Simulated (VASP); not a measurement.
# Zr (Im-3m) in VASP: density of states with PBEsol

Aim: the density of states of Zr with PBEsol.

All numbers are computed with VASP 6.6.1; they aren't measurements. Logs are shortened: lines on timing, memory, paths and dates and some standing lists are left out, and cuts for length are marked.

## Step 1: The cell of the first run

It takes space group Im-3m (No. 229, cubic). The conventional cell has a = 3.421 Å, b = 3.421 Å, c = 3.421 Å, α = 90.00°, β = 90.00°, γ = 90.00°. Within 3.9 Å of Zr (site symmetry m-3m) lie 14 Zr at 2.96 to 3.42 Å.

## Step 2: Density of states, PBEsol

File POSCAR:

```
Zr
1.0
   -1.7105460000      1.7105460000      1.7105460000
    1.7105460000     -1.7105460000      1.7105460000
    1.7105460000      1.7105460000     -1.7105460000
Zr
1
Direct
    0.0000000000      0.0000000000      0.0000000000
```

File INCAR.step1:

```
PREC     = Accurate       # precision mode
ENCUT    = 520            # plane-wave cutoff, eV
EDIFF    = 1E-7           # SCF threshold, eV
ISMEAR   = 1              # smearing method
SIGMA    = 0.0489         # smearing width, eV
LREAL    = F              # projectors in reciprocal space
LASPH    = T              # aspherical terms in the spheres
NELM     = 100            # most SCF steps
ALGO     = Normal         # electronic algorithm
ISIF     = 2              # what is computed and relaxed
LWAVE    = F              # write WAVECAR
LCHARG   = T              # write CHGCAR
LMAXMIX  = 4              # l up to which the mixer works
GGA      = PS             # functional
NBANDS   = 12             # bands
```

File KPOINTS.step1:

```
Automatic mesh
0
Gamma
  10 10 10
```

File INCAR.step2:

```
PREC     = Accurate       # precision mode
ENCUT    = 520            # plane-wave cutoff, eV
EDIFF    = 1E-7           # SCF threshold, eV
ISMEAR   = -5             # smearing method
SIGMA    = 0.0489         # smearing width, eV
LREAL    = F              # projectors in reciprocal space
LASPH    = T              # aspherical terms in the spheres
NELM     = 100            # most SCF steps
ALGO     = Normal         # electronic algorithm
ISIF     = 2              # what is computed and relaxed
LWAVE    = F              # write WAVECAR
LCHARG   = F              # write CHGCAR
LMAXMIX  = 4              # l up to which the mixer works
GGA      = PS             # functional
LORBIT   = 10             # projections on sites
NEDOS    = 1001           # points of the DOS
ICHARG   = 11             # starting density
```

File KPOINTS.step2:

```
Automatic mesh
0
Gamma
  15 15 15
```

Potentials or basis: VASP PAW PBE potentials, release 64 (Zr_sv).

Launch:

```sh
$ cat potpaw_PBE.64/Zr_sv/POTCAR > POTCAR
$ cp INCAR.step1 INCAR
$ cp KPOINTS.step1 KPOINTS
$ mpirun -np 1 vasp_std > vasp.out
$ cp INCAR.step2 INCAR
$ cp KPOINTS.step2 KPOINTS
$ mpirun -np 1 vasp_std > vasp.out
```

OUTCAR:

```text
PREC = Accurate
   ENCUT = 520
   EDIFF = 1E-7
   ISMEAR = -5
   LREAL = F
   LASPH = T
   NELM = 100
   ISIF = 2
   GGA = PS
   LORBIT = 10
   ICHARG = 11

 ion  position               nearest neighbor table
   1  0.000  0.000  0.000-

  LATTYP: Found a body centered cubic cell.
 ALAT       =     3.4210920000

  Lattice vectors:

 A1 = (  -1.7105460000,   1.7105460000,   1.7105460000)
 A2 = (   1.7105460000,  -1.7105460000,   1.7105460000)
 A3 = (   1.7105460000,   1.7105460000,  -1.7105460000)

Analysis of symmetry for initial positions (statically):
=====================================================================
 Subroutine PRICEL returns:
 Original cell was already a primitive cell.

 Routine SETGRP: Setting up the symmetry group for a
 body centered cubic supercell.

 Subroutine GETGRP returns: Found 48 space group operations
 (whereof 48 operations were pure point group operations)
 out of a pool of 48 trial point group operations.

The static configuration has the point symmetry O_h .

Analysis of symmetry for dynamics (positions and initial velocities):
=====================================================================
 Subroutine PRICEL returns:
 Original cell was already a primitive cell.

 Routine SETGRP: Setting up the symmetry group for a
 body centered cubic supercell.

 Subroutine GETGRP returns: Found 48 space group operations
 (whereof 48 operations were pure point group operations)
 out of a pool of 48 trial point group operations.

The dynamic configuration has the point symmetry O_h .

 Subroutine INISYM returns: Found 48 space group operations
 (whereof 48 operations are pure point group operations),
 and found     1 'primitive' translations

----------------------------------------------------------------------------------------

                                     Primitive cell

  volume of cell :      20.0200

  direct lattice vectors                    reciprocal lattice vectors
    -1.710546000  1.710546000  1.710546000     0.000000000  0.292304329  0.292304329
     1.710546000 -1.710546000  1.710546000     0.292304329  0.000000000  0.292304329
     1.710546000  1.710546000 -1.710546000     0.292304329  0.292304329  0.000000000

  length of vectors
     2.962752581  2.962752581  2.962752581     0.413380746  0.413380746  0.413380746

  position of ions in fractional coordinates (direct lattice)
     0.000000000  0.000000000  0.000000000

  ion indices of the primitive-cell ions
   primitive index   ion index
                 1           1

----------------------------------------------------------------------------------------

 KPOINTS: Automatic mesh

Automatic generation of k-mesh.
 Grid dimensions read from file:
 generate k-points for:   15   15   15

 Generating k-lattice:

  Cartesian coordinates                     Fractional coordinates (reciprocal lattice)
     0.000000000  0.019486955  0.019486955     0.066666667  0.000000000  0.000000000
     0.019486955  0.000000000  0.019486955     0.000000000  0.066666667  0.000000000
     0.019486955  0.019486955  0.000000000     0.000000000  0.000000000  0.066666667

  Length of vectors
     0.027558716  0.027558716  0.027558716

  Shift w.r.t. Gamma in fractional coordinates (k-lattice)
     0.000000000  0.000000000  0.000000000

 TETIRR: Found   3891 inequivalent tetrahedra from    20250

 Subroutine IBZKPT returns following result:
 ===========================================

 Found    120 irreducible k-points:

 Following reciprocal coordinates:
            Coordinates               Weight
  0.000000  0.000000  0.000000      1.000000
  0.066667  0.000000  0.000000     12.000000
  0.133333  0.000000  0.000000     12.000000
  0.200000  0.000000  0.000000     12.000000
  0.266667  0.000000  0.000000     12.000000
  0.333333  0.000000  0.000000     12.000000
[... 16 lines left out ...]
  0.333333  0.200000  0.000000     48.000000
  0.400000  0.200000  0.000000     24.000000
 [... further k-points ...]
   k-points           NKPTS =    120   k-points in BZ     NKDIM =    120   number of bands    NBANDS=     10
   number of dos      NEDOS =   1001   number of ions     NIONS =      1
   total plane-waves  NPLWV =  13824
   dimension x,y,z NGX =    24 NGY =   24 NGZ =   24
   dimension x,y,z NGXF=    48 NGYF=   48 NGZF=   48
   ions per type =               1
   NGX,Y,Z   is equivalent  to a cutoff of  13.47, 13.47, 13.47 a.u.
   NGXF,Y,Z  is equivalent  to a cutoff of  26.93, 26.93, 26.93 a.u.
 SYSTEM =  unknown system
   PREC   = accura    normal or accurate (medium, high low for compatibility)
   ISTART =      0    job   : 0-new  1-cont  2-samecut
   ICHARG =     11    charge: 1-file 2-atom 10-const
   ISPIN  =      1    spin polarized calculation?
   LNONCOLLINEAR =      F non collinear calculations
   LSORBIT =      F    spin-orbit coupling
   LASPH  =      T    aspherical Exc in radial PAW
   ENCUT  =  520.0 eV  38.22 Ry    6.18 a.u.   5.51  5.51  5.51*2*pi/ulx,y,z
   NELM   =    100;   NELMIN=  2; NELMDL=  0     # of ELM steps
   EDIFF  = 0.1E-06   stopping-criterion for ELM
   LREAL  =      F    real-space projection
   EDIFFG = 0.1E-05   stopping-criterion for IOM
   NSW    =      0    number of steps for IOM
   IBRION =     -1    ionic relax: 0-MD 1-quasi-New 2-CG
   NFREE  =      0    steps in history (QN), initial steepest desc. (CG)
   ISIF   =      2    stress and relaxation
   ISYM   =      2    0-nonsym 1-usesym 2-fastsym
   POTIM  = 0.5000    time-step for ionic-motion
   TEBEG  =    0.0;   TEEND  =   0.0 temperature during run
   PSTRESS=    0.0 pullay stress
   NELECT =      12.0000    total number of electrons
   NUPDOWN=      -1.0000    fix difference up-down
   EMIN   =  10.00;   EMAX   =-10.00  energy-range for DOS
   EFERMI =   0.00;   METHOD = LEGACY
   ISMEAR =    -5;   SIGMA  =   0.05  broadening in eV -4-tet -1-fermi 0-gaus
   EFERMI_NEDOS =   21; number of points for ismear=-14 and -15
   IALGO  =     38    algorithm
   IMIX   =      4    mixing-type and parameters
     AMIX     =   0.40;   BMIX     =  1.00
     AMIX_MAG =   1.60;   BMIX_MAG =  1.00
  volume/ion in A,a.u.               =      20.02       135.10
  Fermi-wavevector in a.u.,A,eV,Ry     =   1.380322  2.608431 25.923038  1.905290
  Thomas-Fermi vector in A             =   2.505210
   LORBIT       =     10    0 simple, 1 ext, 2 COOP (PROOUT), +10 PAW based schemes
   GGA     = PS    functional components
   LHFCALC =     F    Hartree Fock is set to
   AEXX    =    0.0000 exact exchange contribution
   IVDW    =     0    specifies the selected vdW correction
   LEPSILON=     F    determine dielectric tensor
   LRPA    =     F    only Hartree local field effects (RPA)
 non-spin polarized calculation
 Fermi weights with tetrahedron method with Bloechl corrections
  energy-cutoff  :      520.00
  volume of cell :       20.02
 maximum number of plane-waves:       555
 NGX is ok and might be reduce to    24

 number of electron      12.0000000 magnetization

 Free energy of the ion-electron system (eV)
  ---------------------------------------------------
  ext. energy  EPLUGINS =         0.00000000
  ---------------------------------------------------
  free energy    TOTEN  =        -8.96721525 eV

  energy without entropy =       -8.96721525  energy(sigma->0) =       -8.96721525

 E-fermi :  10.3687     XC(G=0): -11.9042

 val. band max:       10.3491106638   @ k =  -0.2667   0.2667   0.0667
 cond. band min:      10.2913400159   @ k =  -0.3333  -0.4667   0.1333
 fundamental gap:     -0.0577706479
 Fermi energy:        10.3687125342

 k-point     1 :       0.0000    0.0000    0.0000
  band No.  band energies     occupation
      1     -37.7871      2.00000
      2     -15.0392      2.00000
      3     -15.0392      2.00000
      4     -15.0392      2.00000
      5       4.7681      2.00000
      6      11.5213      0.00000
      7      11.5213      0.00000
      8      11.5213      0.00000
      9      14.4368      0.00000
     10      14.4368      0.00000

 k-point     2 :       0.0667    0.0000    0.0000
  band No.  band energies     occupation
      1     -37.7753      2.00000
      2     -15.1132      2.00000
      3     -15.0610      2.00000
      4     -15.0400      2.00000
      5       4.9499      2.00000
      6      11.3947      0.00000
      7      11.4800      0.00000
      8      11.6993      0.00000
      9      14.2286      0.00000
     10      14.4313      0.00000

 k-point     3 :       0.1333    0.0000    0.0000
  band No.  band energies     occupation
      1     -37.7417      2.00000
      2     -15.3185      2.00000
      3     -15.1218      2.00000
      4     -15.0423      2.00000
      5       5.4582      2.00000
      6      11.0616      0.00000
      7      11.2999      0.00000
      8      12.2245      0.00000
      9      13.8817      0.00000
     10      14.4335      0.00000

 k-point     4 :       0.2000    0.0000    0.0000
  band No.  band energies     occupation
      1     -37.6918      2.00000
      2     -15.6109      2.00000
      3     -15.2102      2.00000
      4     -15.0458      2.00000
      5       6.1716      2.00000
      6      10.6239     -0.06131
      7      10.9674     -0.00029
      8      13.0703      0.00000
      9      13.7928      0.00000
     10      14.4845      0.00000
[... 222 lines left out ...]
 k-point    22 :       0.2667    0.2000   -0.0000
  band No.  band energies     occupation
      1     -37.5223      2.00000
      2     -16.3043      2.00000
      3     -15.6066      2.00000
      4     -15.1873      2.00000
      5       8.1712      2.00000
      6       9.5825      2.00000
      7      10.5268      0.08311
      8      13.9596      0.00000
      9      15.3580      0.00000
     10      17.6658      0.00000

 k-point    23 :       0.3333    0.2000    0.0000
  band No.  band energies     occupation
      1     -37.4938      2.00000
      2     -16.3827      2.00000
      3     -15.7163      2.00000
      4     -15.1982      2.00000
      5       8.1480      2.00000
      6       9.5538      2.00000
      7      10.9029     -0.02571
      8      14.2378      0.00000
      9      15.4500      0.00000
     10      18.9336      0.00000

 k-point    24 :       0.4000    0.2000    0.0000
  band No.  band energies     occupation
      1     -37.4836      2.00000
      2     -16.4080      2.00000
      3     -15.7576      2.00000
      4     -15.2015      2.00000
      5       8.1074      2.00000
      6       9.5496      2.00000
      7      11.0884     -0.06253
      8      14.3099      0.00000
      9      15.5671      0.00000
     10      19.5275      0.00000

 [... further k-points ...]

------------------------ aborting loop because EDIFF is reached ----------------------------------------

  FORCE on cell =-STRESS in cart. coord.  units (eV):
  Direction    XX          YY          ZZ          XY          YZ          ZX
  --------------------------------------------------------------------------------------
  -------------------------------------------------------------------------------------
  Total        1.0666140      1.0666140      1.0666140     -0.0000000      0.0000000     -0.0000000
  in kB       85.3598377     85.3598377     85.3598377     -0.0000000      0.0000000     -0.0000000
  external PRESSURE =      85.3598377 kB  Pullay stress =       0.0000000 kB

 VOLUME and BASIS-vectors are now :
 -----------------------------------------------------------------------------
  energy-cutoff  :      520.00
  volume of cell :       20.02
      direct lattice vectors                 reciprocal lattice vectors
    -1.710546000  1.710546000  1.710546000     0.000000000  0.292304329  0.292304329
     1.710546000 -1.710546000  1.710546000     0.292304329  0.000000000  0.292304329
     1.710546000  1.710546000 -1.710546000     0.292304329  0.292304329  0.000000000

 POSITION                                       TOTAL-FORCE (eV/Angst)
 -----------------------------------------------------------------------------------
      0.00000      0.00000      0.00000        -0.000000     -0.000000     -0.000000
 -----------------------------------------------------------------------------------
    total drift:                               -0.000000      0.000000      0.000000

  FREE ENERGIE OF THE ION-ELECTRON SYSTEM (eV)
  ---------------------------------------------------
  free  energy   TOTEN  =        -8.9672152493 eV

  energy  without entropy=       -8.9672152493  energy(sigma->0) =       -8.96721525

 total charge

# of ion       s       p       d       tot
------------------------------------------
    1        2.249   5.941   1.886  10.076
```

It took 24 s on 1 thread of AMD EPYC 7R13 (Zen 3), shared host; peak memory 0.12 GiB.

Results:

| Quantity | Value |
| --- | --- |
| Valence electrons inside the program's atomic spheres | Zr 10.08 |

Caveat: the PAW data sets were made with another functional, which shifts forces and pressure a little; tetrahedron occupations give inexact forces and stress in metals.
